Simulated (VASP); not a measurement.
# F2 in VASP: single point with r2SCAN

Aim: the single point of F2 with r2SCAN.

All numbers are computed with VASP 6.6.1; they aren't measurements. Logs are shortened: lines on timing, memory, paths and dates and some standing lists are left out, and cuts for length are marked.

### Step 1. The cell of the first run

The cell holds a molecule in a box, 2 atoms: a = 12.000 Å, b = 12.300 Å, c = 12.600 Å, α = 90.00°, β = 90.00°, γ = 90.00°.

### Step 2. Single point, r2SCAN

Contents of POSCAR:

```
F
1.0
   12.0000000000      0.0000000000      0.0000000000
    0.0000000000     12.3000000000      0.0000000000
    0.0000000000      0.0000000000     12.6000000000
F
2
Direct
    0.5000000000      0.5000000000      0.4446127626
    0.5000000000      0.5000000000      0.5553872374
```

Contents of INCAR.step1:

```
ALGO     = Normal         # electronic algorithm
EDIFF    = 1E-4           # SCF threshold, eV
ENCUT    = 520            # plane-wave cutoff, eV
GGA      = PE             # functional
ISMEAR   = -1             # smearing method
LASPH    = T              # aspherical terms in the spheres
LCHARG   = F              # write CHGCAR
LREAL    = F              # projectors in reciprocal space
LWAVE    = T              # write WAVECAR
NBANDS   = 14             # bands
NELM     = 60             # most SCF steps
PREC     = Accurate       # precision mode
SIGMA    = 0.01           # smearing width, eV
```

Contents of INCAR.step2:

```
ALGO     = Normal         # electronic algorithm
EDIFF    = 1E-6           # SCF threshold, eV
ENCUT    = 520            # plane-wave cutoff, eV
ISIF     = 2              # what is computed and relaxed
ISMEAR   = -1             # smearing method
ISTART   = 1            
LASPH    = T              # aspherical terms in the spheres
LCHARG   = F              # write CHGCAR
LMIXTAU  = T            
LREAL    = F              # projectors in reciprocal space
LWAVE    = F              # write WAVECAR
METAGGA  = R2SCAN         # meta-GGA
NBANDS   = 14             # bands
NELM     = 60             # most SCF steps
PREC     = Accurate       # precision mode
SIGMA    = 0.01           # smearing width, eV
```

Contents of KPOINTS:

```
k-points
0
Gamma
  1 1 1
```

Potentials or basis: VASP PAW PBE potentials, release 64 (F).

Started as:

```
> cat potpaw_PBE.64/F/POTCAR > POTCAR
> cp INCAR.step1 INCAR
> mpirun -np 1 vasp_gam > vasp.out
> cp INCAR.step2 INCAR
> mpirun -np 1 vasp_gam > vasp.out
```

OUTCAR:

```text
EDIFF = 1E-6
   ENCUT = 520
   ISIF = 2
   ISMEAR = -1
   ISTART = 1
   LASPH = T
   LREAL = F
   METAGGA = R2SCAN
   NELM = 60
   PREC = Accurate

 ion  position               nearest neighbor table
   1  0.500  0.500  0.445-   2 1.40
   2  0.500  0.500  0.555-   1 1.40

  LATTYP: Found a simple orthorhombic cell.
 ALAT       =    12.0000000000
 B/A-ratio  =     1.0250000000
 C/A-ratio  =     1.0500000000

  Lattice vectors:

 A1 = (  12.0000000000,   0.0000000000,   0.0000000000)
 A2 = (   0.0000000000,  12.3000000000,   0.0000000000)
 A3 = (   0.0000000000,   0.0000000000,  12.6000000000)

Analysis of symmetry for initial positions (statically):
=====================================================================
 Subroutine PRICEL returns:
 Original cell was already a primitive cell.

 Routine SETGRP: Setting up the symmetry group for a
 simple orthorhombic supercell.

 Subroutine GETGRP returns: Found  8 space group operations
 (whereof  8 operations were pure point group operations)
 out of a pool of  8 trial point group operations.

The static configuration has the point symmetry D_2h.

Analysis of symmetry for dynamics (positions and initial velocities):
=====================================================================
 Subroutine PRICEL returns:
 Original cell was already a primitive cell.

 Routine SETGRP: Setting up the symmetry group for a
 simple orthorhombic supercell.

 Subroutine GETGRP returns: Found  8 space group operations
 (whereof  8 operations were pure point group operations)
 out of a pool of  8 trial point group operations.

The dynamic configuration has the point symmetry D_2h.

 Subroutine INISYM returns: Found  8 space group operations
 (whereof  8 operations are pure point group operations),
 and found     1 'primitive' translations

----------------------------------------------------------------------------------------

                                     Primitive cell

  volume of cell :    1859.7600

  direct lattice vectors                    reciprocal lattice vectors
    12.000000000  0.000000000  0.000000000     0.083333333  0.000000000  0.000000000
     0.000000000 12.300000000  0.000000000     0.000000000  0.081300813  0.000000000
     0.000000000  0.000000000 12.600000000     0.000000000  0.000000000  0.079365079

  length of vectors
    12.000000000 12.300000000 12.600000000     0.083333333  0.081300813  0.079365079

  position of ions in fractional coordinates (direct lattice)
     0.500000000  0.500000000  0.444612763
     0.500000000  0.500000000  0.555387237

  ion indices of the primitive-cell ions
   primitive index   ion index
                 1           1
                 2           2

----------------------------------------------------------------------------------------

 KPOINTS: k-points

Automatic generation of k-mesh.
 Grid dimensions read from file:
 generate k-points for:    1    1    1

 Generating k-lattice:

  Cartesian coordinates                     Fractional coordinates (reciprocal lattice)
     0.083333333  0.000000000  0.000000000     1.000000000  0.000000000  0.000000000
     0.000000000  0.081300813  0.000000000     0.000000000  1.000000000  0.000000000
     0.000000000  0.000000000  0.079365079     0.000000000  0.000000000  1.000000000

  Length of vectors
     0.083333333  0.081300813  0.079365079

  Shift w.r.t. Gamma in fractional coordinates (k-lattice)
     0.000000000  0.000000000  0.000000000

 Subroutine IBZKPT returns following result:
 ===========================================

 Found      1 irreducible k-points:

 Following reciprocal coordinates:
            Coordinates               Weight
  0.000000  0.000000  0.000000      1.000000
   k-points           NKPTS =      1   k-points in BZ     NKDIM =      1   number of bands    NBANDS=     14
   number of dos      NEDOS =    301   number of ions     NIONS =      2
   total plane-waves  NPLWV = 829440
   dimension x,y,z NGX =    90 NGY =   96 NGZ =   96
   dimension x,y,z NGXF=   180 NGYF=  192 NGZF=  192
   ions per type =               2
   NGX,Y,Z   is equivalent  to a cutoff of  12.47, 12.98, 12.67 a.u.
   NGXF,Y,Z  is equivalent  to a cutoff of  24.94, 25.95, 25.33 a.u.
 SYSTEM =  unknown system
   PREC   = accura    normal or accurate (medium, high low for compatibility)
   ISTART =      1    job   : 0-new  1-cont  2-samecut
   ICHARG =      0    charge: 1-file 2-atom 10-const
   ISPIN  =      1    spin polarized calculation?
   LNONCOLLINEAR =      F non collinear calculations
   LSORBIT =      F    spin-orbit coupling
   LASPH  =      T    aspherical Exc in radial PAW
   ENCUT  =  520.0 eV  38.22 Ry    6.18 a.u.  22.31 22.87 23.43*2*pi/ulx,y,z
   NELM   =     60;   NELMIN=  2; NELMDL=  0     # of ELM steps
   EDIFF  = 0.1E-05   stopping-criterion for ELM
   LREAL  =      F    real-space projection
   EDIFFG = 0.1E-04   stopping-criterion for IOM
   NSW    =      0    number of steps for IOM
   IBRION =     -1    ionic relax: 0-MD 1-quasi-New 2-CG
   NFREE  =      0    steps in history (QN), initial steepest desc. (CG)
   ISIF   =      2    stress and relaxation
   ISYM   =      2    0-nonsym 1-usesym 2-fastsym
   POTIM  = 0.5000    time-step for ionic-motion
   TEBEG  =    0.0;   TEEND  =   0.0 temperature during run
   PSTRESS=    0.0 pullay stress
   NELECT =      14.0000    total number of electrons
   NUPDOWN=      -1.0000    fix difference up-down
   EMIN   =  10.00;   EMAX   =-10.00  energy-range for DOS
   EFERMI =   0.00;   METHOD = LEGACY
   ISMEAR =    -1;   SIGMA  =   0.01  broadening in eV -4-tet -1-fermi 0-gaus
   EFERMI_NEDOS =   21; number of points for ismear=-14 and -15
   IALGO  =     38    algorithm
   IMIX   =      4    mixing-type and parameters
     AMIX     =   0.40;   BMIX     =  1.00
     AMIX_MAG =   1.60;   BMIX_MAG =  1.00
  volume/ion in A,a.u.               =     929.88      6275.14
  Fermi-wavevector in a.u.,A,eV,Ry     =   0.320847  0.606314  1.400625  0.102943
  Thomas-Fermi vector in A             =   1.207823
   LORBIT       =      0    0 simple, 1 ext, 2 COOP (PROOUT), +10 PAW based schemes
   METAGGA = R2SCAN    functional components
   LHFCALC =     F    Hartree Fock is set to
   AEXX    =    0.0000 exact exchange contribution
   IVDW    =     0    specifies the selected vdW correction
   LEPSILON=     F    determine dielectric tensor
   LRPA    =     F    only Hartree local field effects (RPA)
 non-spin polarized calculation
  energy-cutoff  :      520.00
  volume of cell :     1859.76
 maximum number of plane-waves:     25042
 NGX is ok and might be reduce to    90
   NGX = 45   NGY = 45   NGZ = 47

 number of electron      13.9999997 magnetization

 Free energy of the ion-electron system (eV)
  ---------------------------------------------------
  ext. energy  EPLUGINS =         0.00000000
  ---------------------------------------------------
  free energy    TOTEN  =        -6.13238933 eV

  energy without entropy =       -6.13238933  energy(sigma->0) =       -6.13238933

 E-fermi :  -9.5238     XC(G=0):  -0.2115

 val. band max:       -9.8575048869   @ k =   0.0000   0.0000   0.0000
 cond. band min:      -5.1775116264   @ k =   0.0000   0.0000   0.0000
 fundamental gap:      4.6799932605
 Fermi energy:        -9.5237627643

 k-point     1 :       0.0000    0.0000    0.0000
  band No.  band energies     occupation
      1     -35.8374      2.00000
      2     -29.0405      2.00000
      3     -15.7275      2.00000
      4     -13.4717      2.00000
      5     -13.4717      2.00000
      6      -9.8576      2.00000
      7      -9.8575      2.00000
      8      -5.1775      0.00000
      9      -0.0104      0.00000
     10       0.9120      0.00000
     11       0.9443      0.00000
     12       0.9911      0.00000
     13       0.9995      0.00000
     14       1.0616      0.00000

------------------------ aborting loop because EDIFF is reached ----------------------------------------

  FORCE on cell =-STRESS in cart. coord.  units (eV):
  Direction    XX          YY          ZZ          XY          YZ          ZX
  --------------------------------------------------------------------------------------
  -------------------------------------------------------------------------------------
  Total       -0.0942872     -0.0964825      0.7161648      0.0000000      0.0000000      0.0000000
  in kB       -0.0812282     -0.0831193      0.6169737      0.0000000      0.0000000      0.0000000
  external PRESSURE =       0.1508754 kB  Pullay stress =       0.0000000 kB

 VOLUME and BASIS-vectors are now :
 -----------------------------------------------------------------------------
  energy-cutoff  :      520.00
  volume of cell :     1859.76
      direct lattice vectors                 reciprocal lattice vectors
    12.000000000  0.000000000  0.000000000     0.083333333  0.000000000  0.000000000
     0.000000000 12.300000000  0.000000000     0.000000000  0.081300813  0.000000000
     0.000000000  0.000000000 12.600000000     0.000000000  0.000000000  0.079365079

 POSITION                                       TOTAL-FORCE (eV/Angst)
 -----------------------------------------------------------------------------------
      6.00000      6.15000      5.60212         0.000000      0.000000     -0.588318
      6.00000      6.15000      6.99788         0.000000      0.000000      0.588318
 -----------------------------------------------------------------------------------
    total drift:                                0.000000     -0.000000      0.000000

  FREE ENERGIE OF THE ION-ELECTRON SYSTEM (eV)
  ---------------------------------------------------
  free  energy   TOTEN  =        -6.1323893286 eV

  energy  without entropy=       -6.1323893286  energy(sigma->0) =       -6.13238933
```

Run time: 8.3 min. Hardware: 1 thread of AMD EPYC 7R43 (Zen 3), shared host; peak memory 1.6 GiB.

Results:

* Free energy: -6.1324 eV
* Largest force: 0.588 eV/Å
* Gap between the frontier levels: 4.68 eV

Forces in eV/Å, atoms in the order of the input:
```
F    0.000  0.000 -0.588
F    0.000  0.000  0.588
```

Levels at points of the mesh, in eV from the valence-band top:
| k point | band 4 | band 5 | band 6 | band 7 | band 8 | band 9 | band 10 | band 11 |
| --- | --- | --- | --- | --- | --- | --- | --- | --- |
| (0.00, 0.00, 0.00) | -3.61 | -3.61 | 0.00 | 0.00 | 4.68 | 9.85 | 10.77 | 10.80 |

Caveat: the PAW data sets were made with another functional, which shifts forces and pressure a little.
